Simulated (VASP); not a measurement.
# Sn2TeO (P6/mmm) in VASP: further runs

The runs below take Sn2TeO through single point, with PBE.

Everything below comes from runs of VASP 6.6.1. Logs are shortened: lines on timing, memory, paths and dates and some standing lists are left out, and cuts for length are marked.

## (1) The cell of the first run

Symmetry: P6/mmm, No. 191, hexagonal system. The conventional cell has a = 3.297 Å, b = 3.297 Å, c = 10.729 Å, α = 90.00°, β = 90.00°, γ = 120.00°. Sn (site symmetry 6mm) has 1 O at 1.98 Å within 2.6 Å. Te (site symmetry 6/mmm) has 6 Te at 3.30 Å and 2 Sn at 3.38 Å within 4.3 Å. O (site symmetry 6/mmm) has 2 Sn at 1.98 Å within 2.6 Å.

The cell was generated, and may not be a known phase.

## (2) Single point, PBE

The input, INCAR:

```
SYSTEM = Sn2TeO
  ALGO = Normal
  EDIFF = 1E-6
  ENCUT = 520
  GGA = PE
  ISIF = 2
  ISMEAR = 0
  LASPH = .TRUE.
  LCHARG = .FALSE.
  LREAL = .FALSE.
  LWAVE = .FALSE.
  NBANDS = 28
  NELM = 100
  PREC = Accurate
  SIGMA = 0.1
```

The input, KPOINTS:

```
k-points
0
G
  6 6 2
  0 0 0
```

The input, POSCAR:

```
Sn2TeO
1.0
    3.2968226958      0.0000000000      0.0000000000
   -1.6484113479      2.8551322063      0.0000000000
    0.0000000000      0.0000000000     10.7292844460
Sn Te O
2 1 1
Direct
    0.0000000000      0.0000000000      0.8152075460
    0.0000000000      0.0000000000      0.1847924540
    0.0000000000      0.0000000000      0.5000000000
    0.0000000000      0.0000000000      0.0000000000
```

Potentials or basis: VASP PAW PBE potentials, release 64 (Sn_d, Te, O).

Started as:

```sh
cat potpaw_PBE.64/Sn_d/POTCAR potpaw_PBE.64/Te/POTCAR potpaw_PBE.64/O/POTCAR > POTCAR
mpirun -np 1 vasp_std > vasp.out
```

OUTCAR:

```text
SYSTEM = Sn2TeO
   EDIFF = 1E-6
   ENCUT = 520
   GGA = PE
   ISIF = 2
   ISMEAR = 0
   LASPH = .TRUE.
   LREAL = .FALSE.
   NELM = 100
   PREC = Accurate

 ion  position               nearest neighbor table
   1  0.000  0.000  0.815-   4 1.98   3 3.38
   2  0.000  0.000  0.185-   4 1.98   3 3.38
   3  0.000  0.000  0.500-   1 3.38   2 3.38
   4  0.000  0.000  0.000-   1 1.98   2 1.98

  LATTYP: Found a hexagonal cell.
 ALAT       =     3.2968226958
 C/A-ratio  =     3.2544317472

  Lattice vectors:

 A1 = (   3.2968226958,   0.0000000000,   0.0000000000)
 A2 = (  -1.6484113479,   2.8551322063,   0.0000000000)
 A3 = (   0.0000000000,   0.0000000000,  10.7292844460)

Analysis of symmetry for initial positions (statically):
=====================================================================
 Subroutine PRICEL returns:
 Original cell was already a primitive cell.

 Routine SETGRP: Setting up the symmetry group for a
 hexagonal supercell.

 Subroutine GETGRP returns: Found 24 space group operations
 (whereof 24 operations were pure point group operations)
 out of a pool of 24 trial point group operations.

The static configuration has the point symmetry D_6h.

Analysis of symmetry for dynamics (positions and initial velocities):
=====================================================================
 Subroutine PRICEL returns:
 Original cell was already a primitive cell.

 Routine SETGRP: Setting up the symmetry group for a
 hexagonal supercell.

 Subroutine GETGRP returns: Found 24 space group operations
 (whereof 24 operations were pure point group operations)
 out of a pool of 24 trial point group operations.

The dynamic configuration has the point symmetry D_6h.

 Subroutine INISYM returns: Found 24 space group operations
 (whereof 24 operations are pure point group operations),
 and found     1 'primitive' translations

----------------------------------------------------------------------------------------

                                     Primitive cell

  volume of cell :     100.9933

[... 73 lines left out ...]
   ISTART =      0    job   : 0-new  1-cont  2-samecut
   ICHARG =      2    charge: 1-file 2-atom 10-const
   ISPIN  =      1    spin polarized calculation?
   LNONCOLLINEAR =      F non collinear calculations
   LSORBIT =      F    spin-orbit coupling
   LASPH  =      T    aspherical Exc in radial PAW
   ENCUT  =  520.0 eV  38.22 Ry    6.18 a.u.   6.13  6.13 19.95*2*pi/ulx,y,z
   NELM   =    100;   NELMIN=  2; NELMDL= -5     # of ELM steps
   EDIFF  = 0.1E-05   stopping-criterion for ELM
   LREAL  =      F    real-space projection
   EDIFFG = 0.1E-04   stopping-criterion for IOM
   NSW    =      0    number of steps for IOM
   IBRION =     -1    ionic relax: 0-MD 1-quasi-New 2-CG
   NFREE  =      0    steps in history (QN), initial steepest desc. (CG)
   ISIF   =      2    stress and relaxation
   ISYM   =      2    0-nonsym 1-usesym 2-fastsym
   POTIM  = 0.5000    time-step for ionic-motion
   TEBEG  =    0.0;   TEEND  =   0.0 temperature during run
   PSTRESS=    0.0 pullay stress
   NELECT =      40.0000    total number of electrons
   NUPDOWN=      -1.0000    fix difference up-down
   EMIN   =  10.00;   EMAX   =-10.00  energy-range for DOS
   EFERMI =   0.00;   METHOD = LEGACY
   ISMEAR =     0;   SIGMA  =   0.10  broadening in eV -4-tet -1-fermi 0-gaus
   EFERMI_NEDOS =   21; number of points for ismear=-14 and -15
   IALGO  =     38    algorithm
   IMIX   =      4    mixing-type and parameters
     AMIX     =   0.40;   BMIX     =  1.00
     AMIX_MAG =   1.60;   BMIX_MAG =  1.00
  volume/ion in A,a.u.               =      25.25       170.38
  Fermi-wavevector in a.u.,A,eV,Ry     =   1.202257  2.271936 19.666158  1.445422
  Thomas-Fermi vector in A             =   2.338043
   LORBIT       =      0    0 simple, 1 ext, 2 COOP (PROOUT), +10 PAW based schemes
   GGA     = PE    functional components
   LHFCALC =     F    Hartree Fock is set to
   AEXX    =    0.0000 exact exchange contribution
   IVDW    =     0    specifies the selected vdW correction
   LEPSILON=     F    determine dielectric tensor
   LRPA    =     F    only Hartree local field effects (RPA)
 non-spin polarized calculation
 Gauss-broadening in eV      SIGMA  =   0.10
  energy-cutoff  :      520.00
  volume of cell :      100.99
 maximum number of plane-waves:      2736
 NGX is ok and might be reduce to    28
   NGX = 13   NGY = 13   NGZ = 39

 number of electron      39.9999999 magnetization

 Free energy of the ion-electron system (eV)
  ---------------------------------------------------
  ext. energy  EPLUGINS =         0.00000000
  ---------------------------------------------------
  free energy    TOTEN  =       -17.07566206 eV

  energy without entropy =      -17.06221672  energy(sigma->0) =      -17.06893939

 E-fermi :   6.0838     XC(G=0):  -9.6597

 val. band max:        6.0505539637   @ k =   0.3333   0.3333   0.5000
 cond. band min:       6.1097839674   @ k =   0.1667   0.1667   0.5000
 fundamental gap:      0.0592300037
 Fermi energy:         6.0838443708

 k-point     1 :       0.0000    0.0000    0.0000
  band No.  band energies     occupation
      1     -15.6112      2.00000
      2     -15.2912      2.00000
      3     -15.2509      2.00000
      4     -15.2509      2.00000
      5     -15.2505      2.00000
      6     -15.2505      2.00000
[... 423 lines left out ...]
     27      13.0222      0.00000
     28      13.5799      0.00000

------------------------ aborting loop because EDIFF is reached ----------------------------------------

  FORCE on cell =-STRESS in cart. coord.  units (eV):
  Direction    XX          YY          ZZ          XY          YZ          ZX
  --------------------------------------------------------------------------------------
  -------------------------------------------------------------------------------------
  Total       -0.0490307     -0.0490307      0.3859863      0.0000000      0.0000000     -0.0000000
  in kB       -0.7778320     -0.7778320      6.1233615      0.0000000      0.0000000     -0.0000000
  external PRESSURE =       1.5225659 kB  Pullay stress =       0.0000000 kB

 VOLUME and BASIS-vectors are now :
 -----------------------------------------------------------------------------
  energy-cutoff  :      520.00
  volume of cell :      100.99
      direct lattice vectors                 reciprocal lattice vectors
     3.296822696  0.000000000  0.000000000     0.303322348  0.175123239  0.000000000
    -1.648411348  2.855132206  0.000000000     0.000000000  0.350246478  0.000000000
     0.000000000  0.000000000 10.729284446     0.000000000  0.000000000  0.093202860

 POSITION                                       TOTAL-FORCE (eV/Angst)
 -----------------------------------------------------------------------------------
      0.00000      0.00000      8.74659         0.000000      0.000000     -0.051603
      0.00000      0.00000      1.98269         0.000000      0.000000      0.051603
      0.00000      0.00000      5.36464        -0.000000     -0.000000      0.000000
      0.00000      0.00000      0.00000        -0.000000     -0.000000      0.000000
 -----------------------------------------------------------------------------------
    total drift:                               -0.000000     -0.000000      0.000000

  FREE ENERGIE OF THE ION-ELECTRON SYSTEM (eV)
  ---------------------------------------------------
  free  energy   TOTEN  =       -17.0756620611 eV

  energy  without entropy=      -17.0622167155  energy(sigma->0) =      -17.06893939
```

Run time: 53 s. Hardware: 1 thread of Intel Xeon Platinum 8488C (Sapphire Rapids), shared host; peak memory 0.24 GiB.

What came out:

- Free energy: -17.0757 eV
- Pressure: 0.2 GPa
- Largest force: 0.052 eV/Å
- Band gap on the k mesh: zero (bands 20 and 21 overlap by 4.14 eV)

Forces on the atoms (eV/Å):
```
Sn   0.000  0.000 -0.052
Sn   0.000  0.000  0.052
Te   0.000  0.000  0.000
O    0.000  0.000  0.000
```

Stress tensor (GPa, compression positive):
```
-0.08  0.00  0.00
 0.00 -0.08  0.00
 0.00  0.00  0.61
```

Levels at points of the mesh, in eV from the Fermi level:
```csv
k point,band 17,band 18,band 19,band 20,band 21,band 22
"(0.00, 0.00, 0.00)",-1.49,-1.49,0.66,2.98,2.98,4.61
"(0.50, 0.00, 0.00)",-3.30,-2.91,-1.90,-1.02,0.10,0.52
"(0.00, 0.00, 0.50)",-1.49,-1.49,2.39,2.93,2.97,2.97
"(0.50, 0.00, 0.50)",-2.74,-2.13,-1.90,-1.19,-0.97,0.51
```

Caveat: the k points lie up to 0.37 Å⁻¹ apart, too coarse for converged energies and pressures of a metal; spin-orbit coupling is left out, which moves the levels of the heavy elements.

## (3) Single point, PBE

This run uses another cell than the first one, of 30.38 Å³/atom.

The input, INCAR:

```
ALGO = Normal
EDIFF = 1E-7
ENCUT = 520
GGA = PE
ISIF = 2
ISMEAR = 0
LASPH = T
LCHARG = T
LELF = T
LREAL = F
LVHAR = T
LWAVE = F
NBANDS = 28
NELM = 60
PREC = Accurate
SIGMA = 0.1
```

The input, KPOINTS:

```
k-points
0
Gamma
  6 6 2
```

The input, POSCAR:

```
Sn2TeO
1.0
    4.0094698600      0.0000000000      0.0000000000
   -2.0047349300      3.4723027600      0.0000000000
    0.0000000000      0.0000000000      8.7272875100
Sn Te O
2 1 1
Direct
    0.0000000000      0.0000000000      0.6939212100
    0.0000000000      0.0000000000      0.3060787900
    0.0000000000      0.0000000000      0.5000000000
    0.0000000000      0.0000000000      0.0000000000
```

Potentials or basis: VASP PAW PBE potentials, release 64 (Sn_d, Te, O).

Started as:

```sh
cat potpaw_PBE.64/Sn_d/POTCAR potpaw_PBE.64/Te/POTCAR potpaw_PBE.64/O/POTCAR > POTCAR
mpirun -np 1 vasp_std > vasp.out
```

It took 2.1 min on 1 thread of Intel Xeon Platinum 8488C (Sapphire Rapids), shared host; peak memory 0.25 GiB.

The run converged. Its results:

* Free energy: 27.6054 eV
* Pressure: 102.3 GPa
* Largest force: 74.643 eV/Å
* Band gap on the k mesh: zero (bands 20 and 21 overlap by 1.77 eV)

Forces in eV/Å, atoms in the order of the input:
```
Sn    0.000   0.000  74.643
Sn    0.000   0.000 -74.643
Te    0.000   0.000   0.000
O     0.000   0.000   0.000
```

Stress tensor (GPa, compression positive):
```
 -1.33   0.00   0.00
  0.00  -1.33   0.00
  0.00   0.00 309.48
```

Levels at points of the mesh, in eV from the Fermi level:
```csv
k point,band 17,band 18,band 19,band 20,band 21,band 22,band 23,band 24
"(0.00, 0.00, 0.00)",-3.00,-0.02,-0.02,1.28,1.49,1.49,2.42,4.20
"(0.50, 0.00, 0.00)",-2.83,-2.56,-0.76,-0.14,0.37,1.47,1.53,2.18
"(0.00, 0.00, 0.50)",-1.02,-0.42,-0.09,-0.09,1.62,1.62,2.44,4.20
"(0.50, 0.00, 0.50)",-2.93,-0.41,-0.34,0.11,0.19,0.65,1.17,1.50
```

Caveat: atoms lie so close that the PAW spheres overlap strongly, which falsifies energies and pressures; the stress differs along the axes, from -1 to 309 GPa; spin-orbit coupling is left out, which moves the levels of the heavy elements; forces of over 1 eV/Å act on the atoms, so gaps and moduli don't describe the material at rest.

The gap in the log of VASP goes by the Fermi energy; the results here count the filled bands.